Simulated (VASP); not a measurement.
# Ti2C (Pnnm) in VASP: single point with r2SCAN

Aim: the single point of Ti2C with r2SCAN.

Program: VASP 6.6.1. These are calculated values, not measurements. Logs are shortened: lines on timing, memory, paths and dates and some standing lists are left out, and cuts for length are marked.

## Step 1: The cell of the first run

Symmetry: Pnnm, No. 58, orthorhombic system. Conventional cell: a = 4.582 Å, b = 5.066 Å, c = 3.042 Å, α = 90.00°, β = 90.00°, γ = 90.00°. Ti (site symmetry m) has 3 C at 2.06 to 2.08 Å and 12 Ti at 2.78 to 3.04 Å within 3.1 Å. C (site symmetry 2/m) has 6 Ti at 2.06 to 2.08 Å within 2.7 Å.

## Step 2: Single point, r2SCAN

The input, POSCAR:

```
Ti2C
1.0
    5.0660200000      0.0000000000      0.0000000000
    0.0000000000      4.5821620000      0.0000000000
    0.0000000000      0.0000000000      3.0415430000
Ti C
4 2
Direct
    0.6587500000      0.2529500000      0.0000000000
    0.3412500000      0.7470500000      0.0000000000
    0.1587500000      0.2470500000      0.5000000000
    0.8412500000      0.7529500000      0.5000000000
    0.0000000000      0.0000000000      0.0000000000
    0.5000000000      0.5000000000      0.5000000000
```

The input, INCAR.step1:

```
SYSTEM = Ti2C
PREC = Accurate
ENCUT = 520
ISMEAR = -1
SIGMA = 0.1
LREAL = .FALSE.
LASPH = .TRUE.
NELM = 80
NBANDS = 37
GGA = PE
ALGO = Normal
EDIFF = 1E-4
LWAVE = .TRUE.
LCHARG = .FALSE.
```

The input, INCAR.step2:

```
SYSTEM = Ti2C
PREC = Accurate
ENCUT = 520
EDIFF = 1E-6
ISMEAR = -1
SIGMA = 0.1
LREAL = .FALSE.
LASPH = .TRUE.
NELM = 80
ALGO = Normal
ISIF = 2
LWAVE = .FALSE.
LCHARG = .FALSE.
METAGGA = R2SCAN
LMIXTAU = .TRUE.
NBANDS = 37
ISTART = 1
```

The input, KPOINTS:

```
regular mesh
0
G
  7 7 11
  0 0 0
```

Potentials or basis: VASP PAW PBE potentials, release 64 (Ti_sv, C).

Command:

```
> cat potpaw_PBE.64/Ti_sv/POTCAR potpaw_PBE.64/C/POTCAR > POTCAR
> cp INCAR.step1 INCAR
> mpirun -np 1 vasp_std > vasp.out
> cp INCAR.step2 INCAR
> mpirun -np 1 vasp_std > vasp.out
```

OUTCAR:

```text
SYSTEM = Ti2C
   PREC = Accurate
   ENCUT = 520
   EDIFF = 1E-6
   ISMEAR = -1
   LREAL = .FALSE.
   LASPH = .TRUE.
   NELM = 80
   ISIF = 2
   METAGGA = R2SCAN
   ISTART = 1

 ion  position               nearest neighbor table
   1  0.659  0.253  0.000-   6 2.06   6 2.06   5 2.08   2 2.78   2 2.82   4 2.90   4 2.90   4 2.90
                             4 2.90
   2  0.341  0.747  0.000-   6 2.06   6 2.06   5 2.08   1 2.78   1 2.82   3 2.90   3 2.90   3 2.90
                             3 2.90
   3  0.159  0.247  0.500-   5 2.06   5 2.06   6 2.08   4 2.78   4 2.82   2 2.90   2 2.90   2 2.90
                             2 2.90
   4  0.841  0.753  0.500-   5 2.06   5 2.06   6 2.08   3 2.78   3 2.82   1 2.90   1 2.90   1 2.90
                             1 2.90
   5  0.000  0.000  0.000-   3 2.06   4 2.06   3 2.06   4 2.06   1 2.08   2 2.08
   6  0.500  0.500  0.500-   1 2.06   2 2.06   1 2.06   2 2.06   3 2.08   4 2.08

  LATTYP: Found a simple orthorhombic cell.
 ALAT       =     3.0415430000
 B/A-ratio  =     1.5065254708
 C/A-ratio  =     1.6656085415

  Lattice vectors:

 A1 = (   0.0000000000,   0.0000000000,  -3.0415430000)
 A2 = (   0.0000000000,   4.5821620000,   0.0000000000)
 A3 = (   5.0660200000,   0.0000000000,   0.0000000000)

Analysis of symmetry for initial positions (statically):
=====================================================================
 Subroutine PRICEL returns:
 Original cell was already a primitive cell.

 Routine SETGRP: Setting up the symmetry group for a
 simple orthorhombic supercell.

 Subroutine GETGRP returns: Found  8 space group operations
 (whereof  4 operations were pure point group operations)
 out of a pool of  8 trial point group operations.

The static configuration has the point symmetry C_2h.
 The point group associated with its full space group is D_2h.

Analysis of symmetry for dynamics (positions and initial velocities):
=====================================================================
 Subroutine PRICEL returns:
 Original cell was already a primitive cell.

 Routine SETGRP: Setting up the symmetry group for a
 simple orthorhombic supercell.

 Subroutine GETGRP returns: Found  8 space group operations
 (whereof  4 operations were pure point group operations)
 out of a pool of  8 trial point group operations.

The dynamic configuration has the point symmetry C_2h.
 The point group associated with its full space group is D_2h.

 Subroutine INISYM returns: Found  8 space group operations
 (whereof  4 operations are pure point group operations),
 and found     1 'primitive' translations

----------------------------------------------------------------------------------------

                                     Primitive cell

  volume of cell :      70.6043

  direct lattice vectors                    reciprocal lattice vectors
     5.066020000  0.000000000  0.000000000     0.197393615  0.000000000  0.000000000
     0.000000000  4.582162000  0.000000000     0.000000000  0.218237592  0.000000000
     0.000000000  0.000000000  3.041543000     0.000000000  0.000000000  0.328780491

  length of vectors
     5.066020000  4.582162000  3.041543000     0.197393615  0.218237592  0.328780491

  position of ions in fractional coordinates (direct lattice)
     0.658750000  0.252950000  0.000000000
     0.341250000  0.747050000  0.000000000
     0.158750000  0.247050000  0.500000000
     0.841250000  0.752950000  0.500000000
     0.000000000  0.000000000  0.000000000
     0.500000000  0.500000000  0.500000000

  ion indices of the primitive-cell ions
   primitive index   ion index
                 1           1
                 2           2
                 3           3
                 4           4
                 5           5
                 6           6

----------------------------------------------------------------------------------------

 KPOINTS: regular mesh

Automatic generation of k-mesh.
 Grid dimensions read from file:
 generate k-points for:    7    7   11

 Generating k-lattice:

  Cartesian coordinates                     Fractional coordinates (reciprocal lattice)
     0.028199088  0.000000000  0.000000000     0.142857143  0.000000000  0.000000000
     0.000000000  0.031176799  0.000000000     0.000000000  0.142857143  0.000000000
     0.000000000  0.000000000  0.029889136     0.000000000  0.000000000  0.090909091

  Length of vectors
     0.028199088  0.031176799  0.029889136

  Shift w.r.t. Gamma in fractional coordinates (k-lattice)
     0.000000000  0.000000000  0.000000000

 Subroutine IBZKPT returns following result:
 ===========================================

 Found     96 irreducible k-points:

 Following reciprocal coordinates:
            Coordinates               Weight
  0.000000  0.000000  0.000000      1.000000
  0.142857  0.000000  0.000000      2.000000
  0.285714  0.000000  0.000000      2.000000
  0.428571  0.000000  0.000000      2.000000
  0.000000  0.142857  0.000000      2.000000
  0.142857  0.142857  0.000000      4.000000
[... 16 lines left out ...]
  0.285714  0.142857  0.090909      8.000000
  0.428571  0.142857  0.090909      8.000000
 [... further k-points ...]
   k-points           NKPTS =     96   k-points in BZ     NKDIM =     96   number of bands    NBANDS=     37
   number of dos      NEDOS =    301   number of ions     NIONS =      6
   total plane-waves  NPLWV =  34560
   dimension x,y,z NGX =    40 NGY =   36 NGZ =   24
   dimension x,y,z NGXF=    80 NGYF=   72 NGZF=   48
   ions per type =               4   2
   NGX,Y,Z   is equivalent  to a cutoff of  13.13, 13.06, 13.12 a.u.
   NGXF,Y,Z  is equivalent  to a cutoff of  26.25, 26.12, 26.24 a.u.
 SYSTEM =  Ti2C
   PREC   = accura    normal or accurate (medium, high low for compatibility)
   ISTART =      1    job   : 0-new  1-cont  2-samecut
   ICHARG =      0    charge: 1-file 2-atom 10-const
   ISPIN  =      1    spin polarized calculation?
   LNONCOLLINEAR =      F non collinear calculations
   LSORBIT =      F    spin-orbit coupling
   LASPH  =      T    aspherical Exc in radial PAW
   ENCUT  =  520.0 eV  38.22 Ry    6.18 a.u.   9.42  8.52  5.66*2*pi/ulx,y,z
   NELM   =     80;   NELMIN=  2; NELMDL=  0     # of ELM steps
   EDIFF  = 0.1E-05   stopping-criterion for ELM
   LREAL  =      F    real-space projection
   EDIFFG = 0.1E-04   stopping-criterion for IOM
   NSW    =      0    number of steps for IOM
   IBRION =     -1    ionic relax: 0-MD 1-quasi-New 2-CG
   NFREE  =      0    steps in history (QN), initial steepest desc. (CG)
   ISIF   =      2    stress and relaxation
   ISYM   =      2    0-nonsym 1-usesym 2-fastsym
   POTIM  = 0.5000    time-step for ionic-motion
   TEBEG  =    0.0;   TEEND  =   0.0 temperature during run
   PSTRESS=    0.0 pullay stress
   NELECT =      56.0000    total number of electrons
   NUPDOWN=      -1.0000    fix difference up-down
   EMIN   =  10.00;   EMAX   =-10.00  energy-range for DOS
   EFERMI =   0.00;   METHOD = LEGACY
   ISMEAR =    -1;   SIGMA  =   0.10  broadening in eV -4-tet -1-fermi 0-gaus
   EFERMI_NEDOS =   21; number of points for ismear=-14 and -15
   IALGO  =     38    algorithm
   IMIX   =      4    mixing-type and parameters
     AMIX     =   0.40;   BMIX     =  1.00
     AMIX_MAG =   1.60;   BMIX_MAG =  1.00
  volume/ion in A,a.u.               =      11.77        79.41
  Fermi-wavevector in a.u.,A,eV,Ry     =   1.515399  2.863689 31.244894  2.296435
  Thomas-Fermi vector in A             =   2.624928
   LORBIT       =      0    0 simple, 1 ext, 2 COOP (PROOUT), +10 PAW based schemes
   METAGGA = R2SCAN    functional components
   LHFCALC =     F    Hartree Fock is set to
   AEXX    =    0.0000 exact exchange contribution
   IVDW    =     0    specifies the selected vdW correction
   LEPSILON=     F    determine dielectric tensor
   LRPA    =     F    only Hartree local field effects (RPA)
 non-spin polarized calculation
  energy-cutoff  :      520.00
  volume of cell :       70.60
 maximum number of plane-waves:      1920
 NGX is ok and might be reduce to    40
   NGX = 19   NGY = 17   NGZ = 11

 number of electron      56.0000005 magnetization

 Free energy of the ion-electron system (eV)
  ---------------------------------------------------
  ext. energy  EPLUGINS =         0.00000000
  ---------------------------------------------------
  free energy    TOTEN  =       -75.26655476 eV

  energy without entropy =      -75.11791460  energy(sigma->0) =      -75.19223468

 E-fermi :   9.5489     XC(G=0): -13.3759

 val. band max:        9.5422206723   @ k =   0.0000   0.2857   0.2727
 cond. band min:       9.5501384361   @ k =   0.2857   0.2857   0.2727
 fundamental gap:      0.0079177637
 Fermi energy:         9.5489219980

 k-point     1 :       0.0000    0.0000    0.0000
  band No.  band energies     occupation
      1     -49.0897      2.00000
      2     -48.9416      2.00000
      3     -48.9245      2.00000
      4     -48.9191      2.00000
      5     -24.7619      2.00000
      6     -24.5642      2.00000
[... 29 lines left out ...]
     36      13.3963      0.00000
     37      13.6831      0.00000

 k-point     2 :       0.1429    0.0000    0.0000
  band No.  band energies     occupation
      1     -49.0839      2.00000
      2     -48.9557      2.00000
      3     -48.9227      2.00000
      4     -48.9128      2.00000
      5     -24.7427      2.00000
      6     -24.5421      2.00000
[... 29 lines left out ...]
     36      13.2547      0.00000
     37      13.4122      0.00000

 k-point     3 :       0.2857    0.0000    0.0000
  band No.  band energies     occupation
      1     -49.0673      2.00000
      2     -48.9823      2.00000
      3     -48.9181      2.00000
      4     -48.9075      2.00000
      5     -24.6894      2.00000
      6     -24.4778      2.00000
[... 29 lines left out ...]
     36      12.8774      0.00000
     37      13.0114      0.00000

 k-point     4 :       0.4286    0.0000    0.0000
  band No.  band energies     occupation
      1     -49.0425      2.00000
      2     -49.0128      2.00000
      3     -48.9123      2.00000
      4     -48.9079      2.00000
      5     -24.6117      2.00000
      6     -24.5190      2.00000
[... 29 lines left out ...]
     36      12.4326      0.00000
     37      13.0537      0.00000
[... 683 lines left out ...]
      1     -49.0708      2.00000
      2     -48.9517      2.00000
      3     -48.9290      2.00000
      4     -48.9150      2.00000
      5     -24.7024      2.00000
      6     -24.5520      2.00000
[... 29 lines left out ...]
     36      12.8646      0.00000
     37      13.2355      0.00000

 k-point    23 :       0.2857    0.1429    0.0909
  band No.  band energies     occupation
      1     -49.0553      2.00000
      2     -48.9763      2.00000
      3     -48.9240      2.00000
      4     -48.9111      2.00000
      5     -24.6534      2.00000
      6     -24.5196      2.00000
[... 29 lines left out ...]
     36      12.8218      0.00000
     37      13.1114      0.00000

 k-point    24 :       0.4286    0.1429    0.0909
  band No.  band energies     occupation
      1     -49.0321      2.00000
      2     -49.0045      2.00000
      3     -48.9177      2.00000
      4     -48.9125      2.00000
      5     -24.5885      2.00000
      6     -24.5296      2.00000
[... 29 lines left out ...]
     36      12.7209      0.00000
     37      13.0342      0.00000

 [... further k-points ...]
[... 5 lines left out ...]
  --------------------------------------------------------------------------------------
  -------------------------------------------------------------------------------------
  Total        8.0742919     15.3709564      7.9582740      0.0000000      0.0000000      0.0000000
  in kB      183.2245779    348.8029684    180.5918593      0.0000000      0.0000000      0.0000000
  external PRESSURE =     237.5398019 kB  Pullay stress =       0.0000000 kB

 VOLUME and BASIS-vectors are now :
 -----------------------------------------------------------------------------
  energy-cutoff  :      520.00
  volume of cell :       70.60
      direct lattice vectors                 reciprocal lattice vectors
     5.066020000  0.000000000  0.000000000     0.197393615  0.000000000  0.000000000
     0.000000000  4.582162000  0.000000000     0.000000000  0.218237592  0.000000000
     0.000000000  0.000000000  3.041543000     0.000000000  0.000000000  0.328780491

 POSITION                                       TOTAL-FORCE (eV/Angst)
 -----------------------------------------------------------------------------------
      3.33724      1.15906      0.00000         0.269357     -0.009815     -0.000000
      1.72878      3.42310      0.00000        -0.269357      0.009815      0.000000
      0.80423      1.13202      1.52077         0.269357      0.009815      0.000000
      4.26179      3.45014      1.52077        -0.269357     -0.009815     -0.000000
      0.00000      0.00000      0.00000         0.000000      0.000000      0.000000
      2.53301      2.29108      1.52077         0.000000      0.000000      0.000000
 -----------------------------------------------------------------------------------
    total drift:                               -0.000000     -0.000000      0.000000

  FREE ENERGIE OF THE ION-ELECTRON SYSTEM (eV)
  ---------------------------------------------------
  free  energy   TOTEN  =       -75.2665547649 eV

  energy  without entropy=      -75.1179146032  energy(sigma->0) =      -75.19223468
```

Run time: 12 min. Hardware: 1 thread of Intel Xeon Platinum 8259CL at 2.50GHz (Skylake/Cascade Lake), shared host; peak memory 0.32 GiB.

Results:

* Free energy: -75.2666 eV
* Pressure: 23.8 GPa
* Largest force: 0.270 eV/Å
* Band gap on the k mesh: zero (bands 28 and 29 overlap by 1.29 eV)

Forces on the atoms (eV/Å):
```
Ti   0.269 -0.010  0.000
Ti  -0.269  0.010  0.000
Ti   0.269  0.010  0.000
Ti  -0.269 -0.010  0.000
C    0.000  0.000  0.000
C    0.000  0.000  0.000
```

Caveat: the stress differs along the axes, from 18 to 35 GPa; the PAW data sets were made with another functional, which shifts forces and pressure a little.
